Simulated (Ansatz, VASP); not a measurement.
## Ir: VASP beside Ansatz

```
CELL_PARAMETERS angstrom
0.00000 1.94600 1.86816
1.94600 0.00000 1.86816
1.94600 1.94600 0.00000
ATOMIC_POSITIONS crystal
Ir 0.00000 0.00000 0.00000
```

Alike in both runs: task single point; functional PBEsol; k mesh 24 × 24 × 24; occupations gaussian, width 0.15 eV; no spin polarisation.

```csv
,VASP,Ansatz
version,VASP 6.6.1,Ansatz 0.2.0
potentials or method,"VASP PAW PBE potentials, release 64 (Ir), cutoff 520 eV","scalar-relativistic, plane waves, PAW"
valence electrons in the cell,9,17
```

```csv
,VASP,Ansatz,Ansatz less VASP
gap on the k mesh at the Fermi level (eV),none,none,-
pressure (GPa),-1.3,-2.3,-0.94
"traceless stress, the component that is largest in VASP (GPa)",10.08,10.10,+0.025
```

VASP's potentials were made for PBE, not for PBEsol. A gap of «none» marks a metal or a gap that the smearing closes. The functional is the same, so the differences come from potentials, cutoffs and numerics. VASP's potentials hold 9 valence electrons a cell and Ansatz's 17, so a difference there can come from the potentials and not from the codes.

Spin-orbit coupling is off throughout.
